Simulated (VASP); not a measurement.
# Si (Fmmm) in VASP: further runs

The runs below take Si through single point, with PBEsol.

Everything below comes from runs of VASP 6.6.1. Logs are shortened: lines on timing, memory, paths and dates and some standing lists are left out, and cuts for length are marked.

### Step 1. The cell of the first run

It takes space group Fmmm (No. 69, orthorhombic). Conventional cell: a = 3.837 Å, b = 8.269 Å, c = 9.584 Å, α = 90.00°, β = 90.00°, γ = 90.00°. Within 3.0 Å of Si (site symmetry m2m) lie 5 Si at 2.25 to 2.96 Å. Within 3.0 Å of Si (site symmetry mm2) lie 4 Si at 2.26 to 2.36 Å.

### Step 2. Single point, PBEsol

INCAR

```
SYSTEM = Si
ALGO = Normal
EDIFF = 1E-7
ENCUT = 520
GGA = PS
ISIF = 2
ISMEAR = 0
LASPH = .True.
LCHARG = .True.
LELF = .True.
LREAL = .False.
LVHAR = .True.
LWAVE = .False.
NBANDS = 16
NELM = 60
PREC = Accurate
SIGMA = 0.03
```

KPOINTS

```
k-points
0
Gamma
  10 10 10
  0 0 0
```

POSCAR

```
Si
1.0
   -3.3886316322      3.3886316322      1.9186812134
    3.3886316322     -3.3886316322      1.9186812134
    2.9235253297      2.9235253297     -1.9186812134
Si
4
Direct
    0.1787304307      0.1787304307      0.3574608614
    0.8212695693      0.8212695693      0.6425391386
    0.1787304307      0.8212695693      0.0000000000
    0.8212695693      0.1787304307      0.0000000000
```

Potentials or basis: VASP PAW PBE potentials, release 64 (Si).

Launch:

```bash
$ cat potpaw_PBE.64/Si/POTCAR > POTCAR
$ mpirun -np 1 vasp_std > vasp.out
```

OUTCAR:

```text
SYSTEM = Si
   EDIFF = 1E-7
   ENCUT = 520
   GGA = PS
   ISIF = 2
   ISMEAR = 0
   LASPH = .True.
   LREAL = .False.
   NELM = 60
   PREC = Accurate

 ion  position               nearest neighbor table
   1  0.179  0.179  0.357-   2 2.25   2 2.25   3 2.26   4 2.26   2 2.96
   2  0.821  0.821  0.643-   1 2.25   1 2.25   4 2.26   3 2.26   1 2.96
   3  0.179  0.821  0.000-   1 2.26   2 2.26   4 2.36   4 2.36
   4  0.821  0.179  0.000-   1 2.26   2 2.26   3 2.36   3 2.36

  LATTYP: Found a face centered orthorhombic cell.
 ALAT       =     3.8373624268
 B/A-ratio  =     2.1548598810
 C/A-ratio  =     2.4976784985

  Lattice vectors:

 A1 = (  -0.4651063025,   6.3121569619,   0.0000000000)
 A2 = (  -3.3886316322,   3.3886316322,   1.9186812134)
 A3 = (   2.9235253297,   2.9235253297,   1.9186812134)

Analysis of symmetry for initial positions (statically):
=====================================================================
 Subroutine PRICEL returns:
 Original cell was already a primitive cell.

 Routine SETGRP: Setting up the symmetry group for a
 face centered orthorhombic supercell.

 Subroutine GETGRP returns: Found  8 space group operations
 (whereof  8 operations were pure point group operations)
 out of a pool of  8 trial point group operations.

The static configuration has the point symmetry D_2h.

Analysis of symmetry for dynamics (positions and initial velocities):
=====================================================================
 Subroutine PRICEL returns:
 Original cell was already a primitive cell.

 Routine SETGRP: Setting up the symmetry group for a
 face centered orthorhombic supercell.

 Subroutine GETGRP returns: Found  8 space group operations
 (whereof  8 operations were pure point group operations)
 out of a pool of  8 trial point group operations.

The dynamic configuration has the point symmetry D_2h.

 Subroutine INISYM returns: Found  8 space group operations
 (whereof  8 operations are pure point group operations),
 and found     1 'primitive' translations

----------------------------------------------------------------------------------------

                                     Primitive cell

  volume of cell :      76.0316

  direct lattice vectors                    reciprocal lattice vectors
    -3.388631632  3.388631632  1.918681213     0.011737106  0.159289290  0.260595661
     3.388631632 -3.388631632  1.918681213     0.159289290  0.011737106  0.260595661
     2.923525330  2.923525330 -1.918681213     0.171026396  0.171026396  0.000000000

  length of vectors
     5.162071898  5.162071898  4.557997181     0.305648387  0.305648387  0.241867848

  position of ions in fractional coordinates (direct lattice)
     0.178730431  0.178730431  0.357460861
     0.821269569  0.821269569  0.642539139
     0.178730431  0.821269569  0.000000000
     0.821269569  0.178730431  0.000000000

  ion indices of the primitive-cell ions
   primitive index   ion index
                 1           1
                 2           2
                 3           3
                 4           4

----------------------------------------------------------------------------------------

 KPOINTS: k-points

Automatic generation of k-mesh.
 Grid dimensions read from file:
 generate k-points for:   10   10   10

 Generating k-lattice:

  Cartesian coordinates                     Fractional coordinates (reciprocal lattice)
     0.001173711  0.015928929  0.026059566     0.100000000 -0.000000000  0.000000000
     0.015928929  0.001173711  0.026059566    -0.000000000  0.100000000  0.000000000
     0.017102640  0.017102640  0.000000000     0.000000000  0.000000000  0.100000000

  Length of vectors
     0.030564839  0.030564839  0.024186785

  Shift w.r.t. Gamma in fractional coordinates (k-lattice)
     0.000000000  0.000000000  0.000000000

 Subroutine IBZKPT returns following result:
 ===========================================

 Found    171 irreducible k-points:

 Following reciprocal coordinates:
            Coordinates               Weight
  0.000000  0.000000  0.000000      1.000000
  0.100000  0.000000 -0.000000      8.000000
  0.200000  0.000000 -0.000000      8.000000
  0.300000  0.000000  0.000000      8.000000
  0.400000  0.000000  0.000000      8.000000
  0.500000  0.000000 -0.000000      4.000000
[... 16 lines left out ...]
  0.300000  0.300000  0.000000      4.000000
  0.400000  0.300000  0.000000      8.000000
 [... further k-points ...]
   k-points           NKPTS =    171   k-points in BZ     NKDIM =    171   number of bands    NBANDS=     16
   number of dos      NEDOS =    301   number of ions     NIONS =      4
   total plane-waves  NPLWV =  57600
   dimension x,y,z NGX =    40 NGY =   40 NGZ =   36
   dimension x,y,z NGXF=    80 NGYF=   80 NGZF=   72
   ions per type =               4
   NGX,Y,Z   is equivalent  to a cutoff of  12.88, 12.88, 13.13 a.u.
   NGXF,Y,Z  is equivalent  to a cutoff of  25.76, 25.76, 26.26 a.u.
 SYSTEM =  Si
   PREC   = accura    normal or accurate (medium, high low for compatibility)
   ISTART =      0    job   : 0-new  1-cont  2-samecut
   ICHARG =      2    charge: 1-file 2-atom 10-const
   ISPIN  =      1    spin polarized calculation?
   LNONCOLLINEAR =      F non collinear calculations
   LSORBIT =      F    spin-orbit coupling
   LASPH  =      T    aspherical Exc in radial PAW
   ENCUT  =  520.0 eV  38.22 Ry    6.18 a.u.   9.60  9.60  8.47*2*pi/ulx,y,z
   NELM   =     60;   NELMIN=  2; NELMDL= -5     # of ELM steps
   EDIFF  = 0.1E-06   stopping-criterion for ELM
   LREAL  =      F    real-space projection
   EDIFFG = 0.1E-05   stopping-criterion for IOM
   NSW    =      0    number of steps for IOM
   IBRION =     -1    ionic relax: 0-MD 1-quasi-New 2-CG
   NFREE  =      0    steps in history (QN), initial steepest desc. (CG)
   ISIF   =      2    stress and relaxation
   ISYM   =      2    0-nonsym 1-usesym 2-fastsym
   POTIM  = 0.5000    time-step for ionic-motion
   TEBEG  =    0.0;   TEEND  =   0.0 temperature during run
   PSTRESS=    0.0 pullay stress
   NELECT =      16.0000    total number of electrons
   NUPDOWN=      -1.0000    fix difference up-down
   EMIN   =  10.00;   EMAX   =-10.00  energy-range for DOS
   EFERMI =   0.00;   METHOD = LEGACY
   ISMEAR =     0;   SIGMA  =   0.03  broadening in eV -4-tet -1-fermi 0-gaus
   EFERMI_NEDOS =   21; number of points for ismear=-14 and -15
   IALGO  =     38    algorithm
   IMIX   =      4    mixing-type and parameters
     AMIX     =   0.40;   BMIX     =  1.00
     AMIX_MAG =   1.60;   BMIX_MAG =  1.00
  volume/ion in A,a.u.               =      19.01       128.27
  Fermi-wavevector in a.u.,A,eV,Ry     =   0.973756  1.840132 12.901054  0.948201
  Thomas-Fermi vector in A             =   2.104161
   LORBIT       =      0    0 simple, 1 ext, 2 COOP (PROOUT), +10 PAW based schemes
   GGA     = PS    functional components
   LHFCALC =     F    Hartree Fock is set to
   AEXX    =    0.0000 exact exchange contribution
   IVDW    =     0    specifies the selected vdW correction
   LEPSILON=     F    determine dielectric tensor
   LRPA    =     F    only Hartree local field effects (RPA)
 non-spin polarized calculation
 Gauss-broadening in eV      SIGMA  =   0.03
  energy-cutoff  :      520.00
  volume of cell :       76.03
 maximum number of plane-waves:      2068
 NGX is ok and might be reduce to    40
   NGX = 19   NGY = 19   NGZ = 17

 number of electron      16.0000000 magnetization

 Free energy of the ion-electron system (eV)
  ---------------------------------------------------
  ext. energy  EPLUGINS =         0.00000000
  ---------------------------------------------------
  free energy    TOTEN  =       -22.08621797 eV

  energy without entropy =      -22.08606248  energy(sigma->0) =      -22.08614023

 E-fermi :   6.6614     XC(G=0):  -9.7012

 val. band max:        6.6538295478   @ k =  -0.2000   0.2000   0.5000
 cond. band min:       6.6990855671   @ k =  -0.2000  -0.0000   0.1000
 fundamental gap:      0.0452560192
 Fermi energy:         6.6614158107

 k-point     1 :       0.0000    0.0000    0.0000
  band No.  band energies     occupation
      1      -6.3916      2.00000
      2      -1.2307      2.00000
      3      -0.1119      2.00000
      4       1.6105      2.00000
      5       2.3335      2.00000
      6       4.3598      2.00000
[... 8 lines left out ...]
     15      11.3293      0.00000
     16      13.5386      0.00000

 k-point     2 :       0.1000    0.0000   -0.0000
  band No.  band energies     occupation
      1      -6.2774      2.00000
      2      -1.3303      2.00000
      3       0.0450      2.00000
      4       1.3374      2.00000
      5       2.5728      2.00000
      6       3.8924      2.00000
[... 8 lines left out ...]
     15      11.0796      0.00000
     16      14.0445      0.00000

 k-point     3 :       0.2000    0.0000   -0.0000
  band No.  band energies     occupation
      1      -5.9412      2.00000
      2      -1.4551      2.00000
      3      -0.0052      2.00000
      4       1.1054      2.00000
      5       2.6168      2.00000
      6       3.1021      2.00000
[... 8 lines left out ...]
     15      11.9856      0.00000
     16      13.3402      0.00000

 k-point     4 :       0.3000    0.0000    0.0000
  band No.  band energies     occupation
      1      -5.4095      2.00000
      2      -1.4652      2.00000
      3      -0.7481      2.00000
      4       0.9490      2.00000
      5       2.1631      2.00000
      6       2.6398      2.00000
[... 8 lines left out ...]
     15      12.8406      0.00000
     16      13.4421      0.00000
[... 324 lines left out ...]
 k-point    22 :      -0.2000    0.2000    0.0000
  band No.  band energies     occupation
      1      -6.1932      2.00000
      2      -2.5000      2.00000
      3       0.8967      2.00000
      4       1.7661      2.00000
      5       2.9136      2.00000
      6       4.3165      2.00000
[... 8 lines left out ...]
     15      11.7769      0.00000
     16      13.5297      0.00000

 k-point    23 :       0.3000    0.3000    0.0000
  band No.  band energies     occupation
      1      -4.3966      2.00000
      2      -2.4489      2.00000
      3      -1.7457      2.00000
      4       0.8523      2.00000
      5       1.8733      2.00000
      6       3.4936      2.00000
[... 8 lines left out ...]
     15      13.2211      0.00000
     16      13.9898      0.00000

 k-point    24 :       0.4000    0.3000    0.0000
  band No.  band energies     occupation
      1      -4.8278      2.00000
      2      -3.0670      2.00000
      3      -0.8931      2.00000
      4       1.4592      2.00000
      5       2.1899      2.00000
      6       3.5170      2.00000
[... 8 lines left out ...]
     15      12.0854      0.00000
     16      13.3496      0.00000

 [... further k-points ...]

------------------------ aborting loop because EDIFF is reached ----------------------------------------

  FORCE on cell =-STRESS in cart. coord.  units (eV):
  Direction    XX          YY          ZZ          XY          YZ          ZX
  --------------------------------------------------------------------------------------
  -------------------------------------------------------------------------------------
  Total        6.0233921      6.0233921      2.5602767      1.2793645     -0.0000000     -0.0000000
  in kB      126.9280713    126.9280713     53.9514918     26.9594384     -0.0000000     -0.0000000
  external PRESSURE =     102.6025448 kB  Pullay stress =       0.0000000 kB

 VOLUME and BASIS-vectors are now :
 -----------------------------------------------------------------------------
  energy-cutoff  :      520.00
  volume of cell :       76.03
      direct lattice vectors                 reciprocal lattice vectors
    -3.388631632  3.388631632  1.918681213     0.011737106  0.159289290  0.260595661
     3.388631632 -3.388631632  1.918681213     0.159289290  0.011737106  0.260595661
     2.923525330  2.923525330 -1.918681213     0.171026396  0.171026396  0.000000000

 POSITION                                       TOTAL-FORCE (eV/Angst)
 -----------------------------------------------------------------------------------
      1.04505      1.04505      0.00000         0.206605      0.206605     -0.000000
      1.87848      1.87848      1.91868        -0.206605     -0.206605      0.000000
      2.17733     -2.17733      1.91868        -1.251124      1.251124     -0.000000
     -2.17733      2.17733      1.91868         1.251124     -1.251124     -0.000000
 -----------------------------------------------------------------------------------
    total drift:                               -0.000000     -0.000000      0.000000

  FREE ENERGIE OF THE ION-ELECTRON SYSTEM (eV)
  ---------------------------------------------------
  free  energy   TOTEN  =       -22.0862179739 eV

  energy  without entropy=      -22.0860624815  energy(sigma->0) =      -22.08614023
```

It took 5.7 min on 1 thread of Intel Xeon 8259CL, shared host; peak memory 0.32 GiB.

Results:

```yaml
Free_energy: -22.0862 eV
Pressure: 10.3 GPa
Largest_force: 1.769 eV/Å
Band_gap_on_the_k_mesh: zero (bands 8 and 9 overlap by 0.53 eV)
```

Forces on the atoms (eV/Å):
```
Si   0.207  0.207  0.000
Si  -0.207 -0.207  0.000
Si  -1.251  1.251  0.000
Si   1.251 -1.251  0.000
```

Stress tensor (GPa, compression positive):
```
12.69  2.70  0.00
 2.70 12.69  0.00
 0.00  0.00  5.40
```

Caveat: the stress differs along the axes, from 5 to 13 GPa; semilocal functionals underestimate gaps, and a narrow one can read as zero; the PAW data sets were made with another functional, which shifts forces and pressure a little.

### Step 3. Single point, PBEsol

This run uses another cell than the first one, of 19.07 Å³/atom.

INCAR

```
PREC = Accurate
ENCUT = 520
EDIFF = 1E-6
ISMEAR = 0
SIGMA = 0.03
LREAL = False
LASPH = True
NELM = 80
ALGO = Normal
ISIF = 2
LWAVE = False
LCHARG = True
GGA = PS
LELF = True
LVHAR = True
NBANDS = 16
```

KPOINTS

```
Automatic mesh
0
Gamma
  10 10 10
```

POSCAR

```
Si
1.0
   -3.3110585453      3.3110585453      1.9186812134
    3.3110585453     -3.3110585453      1.9186812134
    3.0010984166      3.0010984166     -1.9186812134
Si
4
Direct
    0.1787304307      0.1787304307      0.3574608614
    0.8212695693      0.8212695693      0.6425391386
    0.1787304307      0.8212695693      0.0000000000
    0.8212695693      0.1787304307      0.0000000000
```

Potentials or basis: VASP PAW PBE potentials, release 64 (Si).

Launch:

```bash
$ cat potpaw_PBE.64/Si/POTCAR > POTCAR
$ mpirun -np 1 vasp_std > vasp.out
```

OUTCAR:

```text
PREC = Accurate
   ENCUT = 520
   EDIFF = 1E-6
   ISMEAR = 0
   LREAL = False
   LASPH = True
   NELM = 80
   ISIF = 2
   GGA = PS

 ion  position               nearest neighbor table
   1  0.179  0.179  0.357-   3 2.26   4 2.26   2 2.27   2 2.27   2 3.03
   2  0.821  0.821  0.643-   3 2.26   4 2.26   1 2.27   1 2.27   1 3.03
   3  0.179  0.821  0.000-   1 2.26   2 2.26   4 2.34   4 2.34
   4  0.821  0.179  0.000-   1 2.26   2 2.26   3 2.34   3 2.34

  LATTYP: Found a face centered orthorhombic cell.
[... 657 lines left out ...]
  Direction    XX          YY          ZZ          XY          YZ          ZX
  --------------------------------------------------------------------------------------
  -------------------------------------------------------------------------------------
  Total        6.4581712      6.4581712      2.2544392      0.7074414     -0.0000000     -0.0000000
  in kB      135.6782465    135.6782465     47.3630001     14.8624749     -0.0000000     -0.0000000
  external PRESSURE =     106.2398310 kB  Pullay stress =       0.0000000 kB

 VOLUME and BASIS-vectors are now :
 -----------------------------------------------------------------------------
  energy-cutoff  :      520.00
  volume of cell :       76.26
      direct lattice vectors                 reciprocal lattice vectors
    -3.311058545  3.311058545  1.918681213     0.007798279  0.158807387  0.260595661
     3.311058545 -3.311058545  1.918681213     0.158807387  0.007798279  0.260595661
     3.001098417  3.001098417 -1.918681213     0.166605666  0.166605666  0.000000000

 POSITION                                       TOTAL-FORCE (eV/Angst)
 -----------------------------------------------------------------------------------
      1.07278      1.07278      0.00000         0.385559      0.385559     -0.000000
      1.92832      1.92832      1.91868        -0.385559     -0.385559      0.000000
      2.12748     -2.12748      1.91868        -1.115421      1.115421     -0.000000
     -2.12748      2.12748      1.91868         1.115421     -1.115421      0.000000
 -----------------------------------------------------------------------------------
    total drift:                               -0.000000     -0.000000      0.000000

  FREE ENERGIE OF THE ION-ELECTRON SYSTEM (eV)
  ---------------------------------------------------
  free  energy   TOTEN  =       -22.1533606606 eV

  energy  without entropy=      -22.1532024600  energy(sigma->0) =      -22.15328156
```

Wall time 5.5 min (1 thread of Intel Xeon 8259CL, shared host); peak memory 0.32 GiB.

What came out:

* Free energy: -22.1534 eV
* Pressure: 10.6 GPa
* Largest force: 1.577 eV/Å
* Band gap on the k mesh: zero (bands 8 and 9 overlap by 0.48 eV)

Forces on the atoms (eV/Å):
```
Si   0.386  0.386  0.000
Si  -0.386 -0.386  0.000
Si  -1.115  1.115  0.000
Si   1.115 -1.115  0.000
```

Caveat: the stress differs along the axes, from 5 to 14 GPa; semilocal functionals underestimate gaps, and a narrow one can read as zero; the PAW data sets were made with another functional, which shifts forces and pressure a little.

The gap in the log of VASP goes by the Fermi energy; the results here count the filled bands.